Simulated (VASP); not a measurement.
# SrO (I4/mmm) in VASP: a series of runs

SrO is run at these levels: LDA; tasks: single point.

Everything below comes from runs of VASP 6.6.1. Logs are shortened: lines on timing, memory, paths and dates and some standing lists are left out, and cuts for length are marked.

## Step 1: The cell of the first run

Symmetry: I4/mmm, No. 139, tetragonal system. The conventional cell has a = 3.671 Å, b = 3.671 Å, c = 5.140 Å, α = 90.00°, β = 90.00°, γ = 90.00°. Sr (site symmetry 4/mmm) has 6 O at 2.57 to 2.60 Å within 3.4 Å. O (site symmetry 4/mmm) has 6 Sr at 2.57 to 2.60 Å within 3.4 Å.

## Step 2: Single point, LDA (equal xx and yy strain of +1 %)

INCAR

```
SYSTEM = SrO
ALGO = Normal
EDIFF = 1E-6
ENCUT = 520
ISIF = 2
ISMEAR = -1
LASPH = .TRUE.
LCHARG = .FALSE.
LREAL = .FALSE.
LWAVE = .FALSE.
NBANDS = 15
NELM = 60
PREC = Accurate
SIGMA = 0.02
```

KPOINTS

```
k-points
0
G
  8 8 8
  0 0 0
```

POSCAR

```
SrO
1.0
    0.0000000000      2.5954980000      2.5698000000
    2.5954980000      0.0000000000      2.5698000000
    2.5954980000      2.5954980000      0.0000000000
Sr O
1 1
Direct
    0.0000000000      0.0000000000      0.0000000000
    0.5000000000      0.5000000000      0.5000000000
```

Potentials or basis: VASP PAW LDA potentials, release 64 (Sr_sv, O).

Command:

```bash
$ cat potpaw_LDA.64/Sr_sv/POTCAR potpaw_LDA.64/O/POTCAR > POTCAR
$ mpirun -np 1 vasp_std > vasp.out
```

OUTCAR:

```text
SYSTEM = SrO
   EDIFF = 1E-6
   ENCUT = 520
   ISIF = 2
   ISMEAR = -1
   LASPH = .TRUE.
   LREAL = .FALSE.
   NELM = 60
   PREC = Accurate

 ion  position               nearest neighbor table
   1  0.000  0.000  0.000-   2 2.57   2 2.57   2 2.60   2 2.60   2 2.60   2 2.60
   2  0.500  0.500  0.500-   1 2.57   1 2.57   1 2.60   1 2.60   1 2.60   1 2.60

  LATTYP: Found a body centered tetragonal cell.
 ALAT       =     3.6705884727
 C/A-ratio  =     1.4002114479

  Lattice vectors:

 A1 = (   0.0000000000,  -2.5954980000,  -2.5698000000)
 A2 = (   0.0000000000,   2.5954980000,  -2.5698000000)
 A3 = (   2.5954980000,   0.0000000000,   2.5698000000)

Analysis of symmetry for initial positions (statically):
=====================================================================
 Subroutine PRICEL returns:
 Original cell was already a primitive cell.

 Routine SETGRP: Setting up the symmetry group for a
 body centered tetragonal supercell.

 Subroutine GETGRP returns: Found 16 space group operations
 (whereof 16 operations were pure point group operations)
 out of a pool of 16 trial point group operations.

The static configuration has the point symmetry D_4h.

Analysis of symmetry for dynamics (positions and initial velocities):
=====================================================================
 Subroutine PRICEL returns:
 Original cell was already a primitive cell.

 Routine SETGRP: Setting up the symmetry group for a
 body centered tetragonal supercell.

 Subroutine GETGRP returns: Found 16 space group operations
 (whereof 16 operations were pure point group operations)
 out of a pool of 16 trial point group operations.

The dynamic configuration has the point symmetry D_4h.

 Subroutine INISYM returns: Found 16 space group operations
 (whereof 16 operations are pure point group operations),
 and found     1 'primitive' translations

----------------------------------------------------------------------------------------

                                     Primitive cell

  volume of cell :      34.6235

  direct lattice vectors                    reciprocal lattice vectors
     0.000000000  2.595498000  2.569800000    -0.192641258  0.192641258  0.194567671
     2.595498000  0.000000000  2.569800000     0.192641258 -0.192641258  0.194567671
     2.595498000  2.595498000  0.000000000     0.192641258  0.192641258 -0.194567671

  length of vectors
     3.652462444  3.652462444  3.670588473     0.334780356  0.334780356  0.334780356

  position of ions in fractional coordinates (direct lattice)
     0.000000000  0.000000000  0.000000000
     0.500000000  0.500000000  0.500000000

  ion indices of the primitive-cell ions
   primitive index   ion index
[... 81 lines left out ...]
   ISYM   =      2    0-nonsym 1-usesym 2-fastsym
   POTIM  = 0.5000    time-step for ionic-motion
   TEBEG  =    0.0;   TEEND  =   0.0 temperature during run
   PSTRESS=    0.0 pullay stress
   NELECT =      16.0000    total number of electrons
   NUPDOWN=      -1.0000    fix difference up-down
   EMIN   =  10.00;   EMAX   =-10.00  energy-range for DOS
   EFERMI =   0.00;   METHOD = LEGACY
   ISMEAR =    -1;   SIGMA  =   0.02  broadening in eV -4-tet -1-fermi 0-gaus
   EFERMI_NEDOS =   21; number of points for ismear=-14 and -15
   IALGO  =     38    algorithm
   IMIX   =      4    mixing-type and parameters
     AMIX     =   0.40;   BMIX     =  1.00
     AMIX_MAG =   1.60;   BMIX_MAG =  1.00
  volume/ion in A,a.u.               =      17.31       116.83
  Fermi-wavevector in a.u.,A,eV,Ry     =   1.265682  2.391792 21.795864  1.601951
  Thomas-Fermi vector in A             =   2.398922
   LORBIT       =      0    0 simple, 1 ext, 2 COOP (PROOUT), +10 PAW based schemes
   GGA     = CA    functional components
   LHFCALC =     F    Hartree Fock is set to
   AEXX    =    0.0000 exact exchange contribution
   IVDW    =     0    specifies the selected vdW correction
   LEPSILON=     F    determine dielectric tensor
   LRPA    =     F    only Hartree local field effects (RPA)
 non-spin polarized calculation
  energy-cutoff  :      520.00
  volume of cell :       34.62
 maximum number of plane-waves:       946
   NGX = 13   NGY = 13   NGZ = 13

 number of electron      15.9999999 magnetization

 Free energy of the ion-electron system (eV)
  ---------------------------------------------------
  ext. energy  EPLUGINS =         0.00000000
  ---------------------------------------------------
  free energy    TOTEN  =       -13.35597058 eV

  energy without entropy =      -13.35597058  energy(sigma->0) =      -13.35597058

 E-fermi :   1.7258     XC(G=0): -10.4406

 val. band max:        1.2780415793   @ k =   0.0000   0.0000   0.0000
 cond. band min:       4.3431832887   @ k =   0.5000   0.5000   0.0000
 fundamental gap:      3.0651417094
 Fermi energy:         1.7257737953

 k-point     1 :       0.0000    0.0000    0.0000
  band No.  band energies     occupation
      1     -30.8929      2.00000
      2     -13.4822      2.00000
      3     -12.6405      2.00000
      4     -12.6405      2.00000
      5     -12.6351      2.00000
      6       1.2426      2.00000
      7       1.2426      2.00000
      8       1.2780      2.00000
      9       4.9236      0.00000
     10       7.2945      0.00000
     11       7.2945      0.00000
     12       7.3700      0.00000
     13       9.4337      0.00000
     14       9.5714      0.00000
[... 401 lines left out ...]
      2     -14.7293      2.00000
      3     -12.7736      2.00000
      4     -12.7644      2.00000
      5     -11.6678      2.00000
      6      -0.4144      2.00000
      7       0.4051      2.00000
      8       0.5902      2.00000
      9       6.7089      0.00000
     10       8.0301      0.00000
     11       9.5420      0.00000
     12       9.7377      0.00000
     13      11.5707      0.00000
     14      11.9865      0.00000
     15      16.5941      0.00000

 [... further k-points ...]
[... 5 lines left out ...]
  --------------------------------------------------------------------------------------
  -------------------------------------------------------------------------------------
  Total       -1.1952554     -1.1952554     -0.9453854      0.0000000      0.0000000     -0.0000000
  in kB      -55.3096099    -55.3096099    -43.7470495      0.0000000      0.0000000     -0.0000000
  external PRESSURE =     -51.4554231 kB  Pullay stress =       0.0000000 kB

 VOLUME and BASIS-vectors are now :
 -----------------------------------------------------------------------------
  energy-cutoff  :      520.00
  volume of cell :       34.62
      direct lattice vectors                 reciprocal lattice vectors
     0.000000000  2.595498000  2.569800000    -0.192641258  0.192641258  0.194567671
     2.595498000  0.000000000  2.569800000     0.192641258 -0.192641258  0.194567671
     2.595498000  2.595498000  0.000000000     0.192641258  0.192641258 -0.194567671

 POSITION                                       TOTAL-FORCE (eV/Angst)
 -----------------------------------------------------------------------------------
      0.00000      0.00000      0.00000         0.000000      0.000000      0.000000
      2.59550      2.59550      2.56980        -0.000000     -0.000000      0.000000
 -----------------------------------------------------------------------------------
    total drift:                                0.000000      0.000000      0.000000

  FREE ENERGIE OF THE ION-ELECTRON SYSTEM (eV)
  ---------------------------------------------------
  free  energy   TOTEN  =       -13.3559705825 eV

  energy  without entropy=      -13.3559705825  energy(sigma->0) =      -13.35597058
```

OSZICAR:

```text
N       E                     dE             d eps       ncg     rms          rms(c)
DAV:   1     0.677421820583E+02    0.67742E+02   -0.84709E+03  1778   0.105E+03
DAV:   2    -0.122411855347E+02   -0.79983E+02   -0.73447E+02  2423   0.223E+02
DAV:   3    -0.154672152349E+02   -0.32260E+01   -0.32099E+01  2394   0.404E+01
DAV:   4    -0.155341007129E+02   -0.66885E-01   -0.66878E-01  2204   0.563E+00
DAV:   5    -0.155358390961E+02   -0.17384E-02   -0.17384E-02  2319   0.714E-01    0.166E+01
DAV:   6    -0.135984552220E+02    0.19374E+01   -0.64724E+00  1819   0.192E+01    0.201E+01
DAV:   7    -0.134053460806E+02    0.19311E+00   -0.36511E-01  2022   0.521E+00    0.110E+01
DAV:   8    -0.133550424505E+02    0.50304E-01   -0.13364E-01  2372   0.336E+00    0.120E+00
DAV:   9    -0.133561017933E+02   -0.10593E-02   -0.69926E-03  2482   0.493E-01    0.316E-01
DAV:  10    -0.133559625608E+02    0.13923E-03   -0.16099E-04  2071   0.137E-01    0.179E-01
DAV:  11    -0.133559681890E+02   -0.56282E-05   -0.87213E-05  2043   0.948E-02    0.220E-02
DAV:  12    -0.133559705548E+02   -0.23657E-05   -0.73318E-06  2237   0.195E-02    0.485E-03
DAV:  13    -0.133559705825E+02   -0.27759E-07   -0.41241E-07   983   0.594E-03
   1 F= -.13355971E+02 E0= -.13355971E+02  d E =-.558275E-12
```

Wall time 14 s (1 thread of AMD EPYC 9R45 (Zen 5), shared host); peak memory 0.13 GiB.

Results:

| Item | Value |
| --- | --- |
| Free energy | -13.3560 eV |
| Pressure | -5.1 GPa |
| Band gap on the k mesh | 3.07 eV (least direct gap 3.19 eV) |

Stress tensor (GPa, compression positive):
```
-5.53  0.00  0.00
 0.00 -5.53  0.00
 0.00  0.00 -4.37
```

Levels at points of the mesh, in eV from the valence-band top:
```tsv
k point	band 5	band 6	band 7	band 8	band 9	band 10	band 11	band 12
(0.00, 0.00, 0.00)	-13.91	-0.04	-0.04	0.00	3.65	6.02	6.02	6.09
(0.50, 0.00, 0.00)	-12.63	-2.23	-1.15	-1.15	6.34	8.10	8.66	8.68
(0.50, 0.50, 0.00)	-14.29	-0.44	-0.13	-0.13	3.07	7.59	10.02	10.03
(0.50, 0.00, 0.50)	-14.27	-0.50	-0.13	-0.09	3.10	7.59	9.98	10.04
```

Caveat: the cell differs from its parent crystal (equal xx and yy strain of +1 %); the cell stands under tension. A k mesh can miss the band edges.

## Step 3: Single point, LDA (equal xx and yy strain of +3 %)

INCAR

```
PREC = Accurate
ENCUT = 520
EDIFF = 1E-6
ISMEAR = -1
SIGMA = 0.02
LREAL = False
LASPH = True
NELM = 100
ALGO = Normal
ISIF = 2
LWAVE = False
LCHARG = False
NBANDS = 15
```

KPOINTS

```
regular mesh
0
Gamma
  8 8 8
```

POSCAR

```
SrO
1.0
    0.0000000000      2.6468940000      2.5698000000
    2.6468940000      0.0000000000      2.5698000000
    2.6468940000      2.6468940000      0.0000000000
Sr O
1 1
Direct
    0.0000000000      0.0000000000      0.0000000000
    0.5000000000      0.5000000000      0.5000000000
```

Potentials or basis: VASP PAW LDA potentials, release 64 (Sr_sv, O).

Command:

```bash
$ cat potpaw_LDA.64/Sr_sv/POTCAR potpaw_LDA.64/O/POTCAR > POTCAR
$ mpirun -np 1 vasp_std > vasp.out
```

Wall time 14 s (1 thread of AMD EPYC 9R45 (Zen 5), shared host); peak memory 0.13 GiB.

It converged, with:

```yaml
Free_energy: -13.2943 eV
Pressure: -7.9 GPa
Band_gap_on_the_k_mesh: 3.00 eV (least direct gap 3.22 eV)
```

Stress tensor (GPa, compression positive):
```
-8.79  0.00  0.00
 0.00 -8.79  0.00
 0.00  0.00 -6.02
```

Levels at points of the mesh, in eV from the valence-band top:
```csv
k point,band 6,band 7,band 8,band 9,band 10,band 11
"(0.00, 0.00, 0.00)",-0.10,-0.10,0.00,3.33,5.85,5.85
"(0.50, 0.00, 0.00)",-2.20,-1.12,-1.12,6.13,7.75,8.38
"(0.50, 0.50, 0.00)",-0.47,-0.22,-0.22,3.00,7.27,9.70
"(0.50, 0.00, 0.50)",-0.64,-0.22,-0.11,3.11,7.24,9.57
```

Caveat: the cell differs from its parent crystal (equal xx and yy strain of +3 %); the cell stands under tension. A k mesh can miss the band edges.
